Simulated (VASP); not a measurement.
# NdBeF2 (P-6m2) in VASP: relaxation of cell and atoms with PBE

Aim: the relaxation of cell and atoms of NdBeF2 with PBE.

Everything below comes from runs of VASP 6.6.1. Logs are shortened: lines on timing, memory, paths and dates and some standing lists are left out, and cuts for length are marked.

**1. The cell of the first run**

Symmetry: P-6m2, No. 187, hexagonal system. Conventional cell: a = 4.541 Å, b = 4.541 Å, c = 7.197 Å, α = 90.00°, β = 90.00°, γ = 120.00°. Within 3.5 Å of Nd (site symmetry -6m2) lie 3 Be at 2.62 Å and 6 F at 3.04 Å. Be (site symmetry -6m2) has 2 F at 1.53 Å within 2.0 Å. F (site symmetry 3m) has 1 Be at 1.53 Å within 2.0 Å.

The cell was generated, and may not be a known phase.

**2. Relaxation of cell and atoms, PBE**

Contents of INCAR:

```
PREC = Accurate
ENCUT = 600
EDIFF = 1E-7
ISMEAR = 0
SIGMA = 0.1
LREAL = False
LASPH = True
NELM = 200
ALGO = Normal
ISIF = 3
LWAVE = False
LCHARG = False
GGA = PE
IBRION = 2
NSW = 100
EDIFFG = -0.01
GGA_COMPAT = False
NELMIN = 4
LMAXMIX = 6
```

Contents of KPOINTS:

```
regular mesh
0
Gamma
  12 12 8
```

Contents of POSCAR:

```
NdBeF2
1.0
    4.5414361454      0.0000000000      0.0000000000
   -2.2707180727      3.9329990715      0.0000000000
    0.0000000000      0.0000000000      7.1969079139
Nd Be F
1 1 2
Direct
    0.3333333333      0.6666666667      0.0000000000
    0.6666666667      0.3333333333      0.0000000000
    0.6666666667      0.3333333333      0.2131511811
    0.6666666667      0.3333333333      0.7868488189
```

Potentials or basis: VASP PAW PBE potentials, release 64 (Nd_3, Be, F), 4f in core.

Launch:

```sh
$ cat potpaw_PBE.64/Nd_3/POTCAR potpaw_PBE.64/Be/POTCAR potpaw_PBE.64/F/POTCAR > POTCAR
$ mpirun -np 1 vasp_std > vasp.out
```

OUTCAR:

```text
PREC = Accurate
   ENCUT = 600
   EDIFF = 1E-7
   ISMEAR = 0
   LREAL = False
   LASPH = True
   NELM = 200
   ISIF = 3
   GGA = PE
   IBRION = 2
   NSW = 100
   EDIFFG = -0.01
   NELMIN = 4

 ion  position               nearest neighbor table
   1  0.333  0.667  0.000-   2 2.62   2 2.62   2 2.62
   2  0.667  0.333  0.000-   3 1.53   4 1.53   1 2.62   1 2.62   1 2.62
   3  0.667  0.333  0.213-   2 1.53
   4  0.667  0.333  0.787-   2 1.53

  LATTYP: Found a hexagonal cell.
 ALAT       =     4.5414361454
 C/A-ratio  =     1.5847207103

  Lattice vectors:

 A1 = (   4.5414361454,   0.0000000000,   0.0000000000)
 A2 = (  -2.2707180727,   3.9329990715,   0.0000000000)
 A3 = (   0.0000000000,   0.0000000000,   7.1969079139)

Analysis of symmetry for initial positions (statically):
=====================================================================
 Subroutine PRICEL returns:
 Original cell was already a primitive cell.

 Routine SETGRP: Setting up the symmetry group for a
 hexagonal supercell.

 Subroutine GETGRP returns: Found 12 space group operations
 (whereof 12 operations were pure point group operations)
 out of a pool of 24 trial point group operations.

The static configuration has the point symmetry D_3h.

Analysis of symmetry for dynamics (positions and initial velocities):
=====================================================================
 Subroutine PRICEL returns:
 Original cell was already a primitive cell.

 Routine SETGRP: Setting up the symmetry group for a
 hexagonal supercell.

 Subroutine GETGRP returns: Found 12 space group operations
 (whereof 12 operations were pure point group operations)
 out of a pool of 24 trial point group operations.

The dynamic configuration has the point symmetry D_3h.

 Subroutine INISYM returns: Found 12 space group operations
 (whereof 12 operations are pure point group operations),
 and found     1 'primitive' translations

----------------------------------------------------------------------------------------

                                     Primitive cell

  volume of cell :     128.5473

  direct lattice vectors                    reciprocal lattice vectors
     4.541436145  0.000000000  0.000000000     0.220194663  0.127129448  0.000000000
    -2.270718073  3.932999071  0.000000000     0.000000000  0.254258896  0.000000000
     0.000000000  0.000000000  7.196907914     0.000000000  0.000000000  0.138948561

  length of vectors
     4.541436145  4.541436145  7.196907914     0.254258896  0.254258896  0.138948561

  position of ions in fractional coordinates (direct lattice)
     0.333333333  0.666666667  0.000000000
     0.666666667  0.333333333  0.000000000
     0.666666667  0.333333333  0.213151181
     0.666666667  0.333333333  0.786848819

  ion indices of the primitive-cell ions
   primitive index   ion index
                 1           1
                 2           2
                 3           3
                 4           4

----------------------------------------------------------------------------------------

 KPOINTS: regular mesh

Automatic generation of k-mesh.
 Grid dimensions read from file:
 generate k-points for:   12   12    8

 Generating k-lattice:

  Cartesian coordinates                     Fractional coordinates (reciprocal lattice)
     0.018349555  0.010594121  0.000000000     0.083333333 -0.000000000  0.000000000
     0.000000000  0.021188241  0.000000000     0.000000000  0.083333333  0.000000000
     0.000000000  0.000000000  0.017368570     0.000000000  0.000000000  0.125000000

  Length of vectors
     0.021188241  0.021188241  0.017368570

  Shift w.r.t. Gamma in fractional coordinates (k-lattice)
     0.000000000  0.000000000  0.000000000

 Subroutine IBZKPT returns following result:
 ===========================================

 Found     95 irreducible k-points:

 Following reciprocal coordinates:
            Coordinates               Weight
  0.000000  0.000000  0.000000      1.000000
  0.083333  0.000000  0.000000      6.000000
  0.166667  0.000000  0.000000      6.000000
  0.250000 -0.000000  0.000000      6.000000
  0.333333 -0.000000  0.000000      6.000000
  0.416667  0.000000  0.000000      6.000000
[... 16 lines left out ...]
  0.250000 -0.000000  0.125000     12.000000
  0.333333 -0.000000  0.125000     12.000000
 [... further k-points ...]
   k-points           NKPTS =     95   k-points in BZ     NKDIM =     95   number of bands    NBANDS=     17
   number of dos      NEDOS =    301   number of ions     NIONS =      4
   total plane-waves  NPLWV =  77760
   dimension x,y,z NGX =    36 NGY =   36 NGZ =   60
   dimension x,y,z NGXF=    72 NGYF=   72 NGZF=  120
   ions per type =               1   1   2
   NGX,Y,Z   is equivalent  to a cutoff of  13.18, 13.18, 13.86 a.u.
   NGXF,Y,Z  is equivalent  to a cutoff of  26.36, 26.36, 27.72 a.u.
 SYSTEM =  unknown system
   PREC   = accura    normal or accurate (medium, high low for compatibility)
   ISTART =      0    job   : 0-new  1-cont  2-samecut
   ICHARG =      2    charge: 1-file 2-atom 10-const
   ISPIN  =      1    spin polarized calculation?
   LNONCOLLINEAR =      F non collinear calculations
   LSORBIT =      F    spin-orbit coupling
   LASPH  =      T    aspherical Exc in radial PAW
   ENCUT  =  600.0 eV  44.10 Ry    6.64 a.u.   9.07  9.07 14.37*2*pi/ulx,y,z
   NELM   =    200;   NELMIN=  4; NELMDL= -5     # of ELM steps
   EDIFF  = 0.1E-06   stopping-criterion for ELM
   LREAL  =      F    real-space projection
   EDIFFG = -.1E-01   stopping-criterion for IOM
   NSW    =    100    number of steps for IOM
   IBRION =      2    ionic relax: 0-MD 1-quasi-New 2-CG
   NFREE  =      1    steps in history (QN), initial steepest desc. (CG)
   ISIF   =      3    stress and relaxation
   ISYM   =      2    0-nonsym 1-usesym 2-fastsym
   POTIM  = 0.5000    time-step for ionic-motion
   TEBEG  =    0.0;   TEEND  =   0.0 temperature during run
   PSTRESS=    0.0 pullay stress
   NELECT =      27.0000    total number of electrons
   NUPDOWN=      -1.0000    fix difference up-down
   EMIN   =  10.00;   EMAX   =-10.00  energy-range for DOS
   EFERMI =   0.00;   METHOD = LEGACY
   ISMEAR =     0;   SIGMA  =   0.10  broadening in eV -4-tet -1-fermi 0-gaus
   EFERMI_NEDOS =   21; number of points for ismear=-14 and -15
   IALGO  =     38    algorithm
   IMIX   =      4    mixing-type and parameters
     AMIX     =   0.40;   BMIX     =  1.00
     AMIX_MAG =   1.60;   BMIX_MAG =  1.00
  volume/ion in A,a.u.               =      32.14       216.87
  Fermi-wavevector in a.u.,A,eV,Ry     =   0.973139  1.838967 12.884723  0.947000
  Thomas-Fermi vector in A             =   2.103495
   LORBIT       =      0    0 simple, 1 ext, 2 COOP (PROOUT), +10 PAW based schemes
   GGA     = PE    functional components
   LHFCALC =     F    Hartree Fock is set to
   AEXX    =    0.0000 exact exchange contribution
   IVDW    =     0    specifies the selected vdW correction
   LEPSILON=     F    determine dielectric tensor
   LRPA    =     F    only Hartree local field effects (RPA)
 conjugate gradient relaxation of ions
 non-spin polarized calculation
 Gauss-broadening in eV      SIGMA  =   0.10
  energy-cutoff  :      600.00
  volume of cell :      128.55
 maximum number of plane-waves:      4341
   NGX = 19   NGY = 19   NGZ = 29

--------------------------------------- Ionic step        1  -------------------------------------------

 number of electron      27.0000021 magnetization

 Free energy of the ion-electron system (eV)
  ---------------------------------------------------
  ext. energy  EPLUGINS =         0.00000000
  ---------------------------------------------------
  free energy    TOTEN  =       -16.90379755 eV

  energy without entropy =      -16.89042505  energy(sigma->0) =      -16.89711130

------------------------ aborting loop because EDIFF is reached ----------------------------------------

  FORCE on cell =-STRESS in cart. coord.  units (eV):
  Direction    XX          YY          ZZ          XY          YZ          ZX
  --------------------------------------------------------------------------------------
  -------------------------------------------------------------------------------------
  Total       -0.0592235     -0.0592235      0.1354915     -0.0000000      0.0000000      0.0000000
  in kB       -0.7381451     -0.7381451      1.6887277     -0.0000000      0.0000000      0.0000000
  external PRESSURE =       0.0708125 kB  Pullay stress =       0.0000000 kB
[... 95 lines left out ...]
  FREE ENERGIE OF THE ION-ELECTRON SYSTEM (eV)
  ---------------------------------------------------
  free  energy   TOTEN  =       -16.9041452534 eV

  energy  without entropy=      -16.8908036453  energy(sigma->0) =      -16.89747445

[... ionic steps 4 to 27 ...]

--------------------------------------- Ionic step       28  -------------------------------------------

 number of electron      27.0000014 magnetization

------------------------ aborting loop because EDIFF is reached ----------------------------------------

  FORCE on cell =-STRESS in cart. coord.  units (eV):
  Direction    XX          YY          ZZ          XY          YZ          ZX
  --------------------------------------------------------------------------------------
  -------------------------------------------------------------------------------------
  Total       -0.0423697     -0.0423697      0.0258336     -0.0000000      0.0000000      0.0000000
  in kB       -0.5834195     -0.5834195      0.3557218     -0.0000000      0.0000000      0.0000000
  external PRESSURE =      -0.2703724 kB  Pullay stress =       0.0000000 kB
[... 61 lines left out ...]
  energy  without entropy=      -16.8980512122  energy(sigma->0) =      -16.90416536

--------------------------------------- Ionic step       30  -------------------------------------------

 number of electron      27.0000015 magnetization

 Free energy of the ion-electron system (eV)
  ---------------------------------------------------
  ext. energy  EPLUGINS =         0.00000000
  ---------------------------------------------------
  free energy    TOTEN  =       -16.91033582 eV

  energy without entropy =      -16.89793415  energy(sigma->0) =      -16.90413499

 E-fermi :   0.9432     XC(G=0):  -6.5324

 val. band max:        0.9372828870   @ k =   0.3333   0.3333   0.5000
 cond. band min:       0.9488976788   @ k =   0.2500   0.0833   0.3750
 fundamental gap:      0.0116147918
 Fermi energy:         0.9432072683

 k-point     1 :       0.0000    0.0000    0.0000
  band No.  band energies     occupation
      1     -38.4488      2.00000
      2     -24.4694      2.00000
      3     -24.3904      2.00000
      4     -19.7832      2.00000
      5     -19.4237      2.00000
      6     -19.4237      2.00000
[... 9 lines left out ...]
     16       1.3171      0.00000
     17       2.7619      0.00000
[... 443 lines left out ...]
      1     -38.4446      2.00000
      2     -24.4591      2.00000
      3     -24.4095      2.00000
      4     -19.8009      2.00000
      5     -19.4674      2.00000
      6     -19.4525      2.00000
[... 9 lines left out ...]
     16       1.7478      0.00000
     17       1.9964      0.00000

 [... further k-points ...]

------------------------ aborting loop because EDIFF is reached ----------------------------------------

  FORCE on cell =-STRESS in cart. coord.  units (eV):
  Direction    XX          YY          ZZ          XY          YZ          ZX
  --------------------------------------------------------------------------------------
  -------------------------------------------------------------------------------------
  Total        0.0081037      0.0081037      0.0246744     -0.0000000     -0.0000000      0.0000000
  in kB        0.1118912      0.1118912      0.3406910     -0.0000000     -0.0000000      0.0000000
  external PRESSURE =       0.1881578 kB  Pullay stress =       0.0000000 kB
[... 19 lines left out ...]
  FREE ENERGIE OF THE ION-ELECTRON SYSTEM (eV)
  ---------------------------------------------------
  free  energy   TOTEN  =       -16.9103358203 eV

  energy  without entropy=      -16.8979341541  energy(sigma->0) =      -16.90413499

 reached required accuracy - stopping structural energy minimisation
```

Run time: 33 min. Hardware: 1 thread of Intel Xeon 6975P-C (Granite Rapids), shared host; peak memory 0.51 GiB.

What came out:

- Free energy: -16.9103 eV
- Relaxed volume: 29.01 Å³/atom
- Relaxed cell: a = 4.519 Å, b = 4.519 Å, c = 6.560 Å, α = 90.00°, β = 90.00°, γ = 120.00°
- Space group after relaxing (to 0.1 Å): P-6m2 (No. 187)
- Energy gained by relaxing: 1.6 meV/atom
- Ionic steps: 30
- Pressure after relaxing: 0.0 GPa
- Largest force after relaxing: 0.003 eV/Å
- Band gap on the k mesh: zero (an odd number of electrons rules out a gap without spin polarisation)

Forces in eV/Å, atoms in the order of the input:
```
Nd   0.000  0.000  0.000
Be   0.000  0.000  0.000
F    0.000  0.000  0.003
F    0.000  0.000 -0.003
```

Step by step:
| step | energy change (eV) | largest force (eV/Å) | pressure (GPa) | volume (Å³) |
| --- | --- | --- | --- | --- |
| 1 | 0.0000 | 0.0738 | 0.01 | 128.55 |
| 2 | -0.0003 | 0.0085 | -0.11 | 128.57 |
| 3 | -0.0003 | 0.0041 | -0.09 | 128.57 |
| 4 | -0.0005 | 0.0068 | -0.06 | 128.25 |
| 5 | -0.0007 | 0.0142 | 0.00 | 127.38 |
| 6 | -0.0008 | 0.0175 | 0.00 | 127.26 |
| 7 | -0.0011 | 0.0274 | 0.01 | 126.88 |
| 8 | -0.0016 | 0.0481 | 0.04 | 126.12 |
| 9 | -0.0023 | 0.0915 | 0.10 | 124.61 |
| 10 | -0.0025 | 0.1933 | 0.24 | 121.57 |
| 11 | -0.0025 | 0.1934 | 0.24 | 121.56 |
| 12 | -0.0025 | 0.1932 | 0.24 | 121.53 |
| 13 | -0.0025 | 0.1928 | 0.24 | 121.47 |
| 14 | -0.0026 | 0.1922 | 0.24 | 121.36 |
| 15 | -0.0028 | 0.1910 | 0.24 | 121.13 |
| 16 | -0.0031 | 0.1885 | 0.23 | 120.68 |
| 17 | -0.0035 | 0.1854 | 0.22 | 119.76 |
| 18 | -0.0039 | 0.1848 | 0.22 | 117.93 |
| 19 | -0.0016 | 0.2018 | 0.27 | 114.25 |
| 20 | -0.0033 | 0.2063 | 0.26 | 117.18 |
| 21 | -0.0041 | 0.1720 | 0.20 | 117.13 |
| 22 | -0.0057 | 0.0707 | 0.03 | 116.95 |
| 23 | -0.0049 | 0.1197 | -0.30 | 116.61 |
| 24 | -0.0060 | 0.0019 | -0.08 | 116.83 |
| 25 | -0.0060 | 0.0057 | -0.08 | 116.84 |
| 26 | -0.0061 | 0.0056 | -0.07 | 116.79 |
| 27 | -0.0062 | 0.0054 | -0.06 | 116.65 |
| 28 | -0.0065 | 0.0046 | -0.03 | 116.35 |
| 29 | -0.0065 | 0.0025 | 0.05 | 115.77 |
| 30 | -0.0065 | 0.0033 | 0.02 | 116.04 |

Final structure:
```
Nd Be F
1.0
     4.51933    0.00000    0.00000
    -2.25966    3.91385    0.00000
     0.00000    0.00000    6.56021
Nd Be F
1 1 2
Direct
  0.33333 0.66667 0.00000
  0.66667 0.33333 0.00000
  0.66667 0.33333 0.23456
  0.66667 0.33333 0.76544
```

Caveat: spin-orbit coupling is left out, which moves the levels of the heavy elements; the 4f electrons are frozen in the core, so they carry no moment and show no levels; an odd number of electrons without spin polarisation forces a metal; a magnetic or distorted state may lie lower; the run has no spin polarisation, though such a crystal can be magnetic.
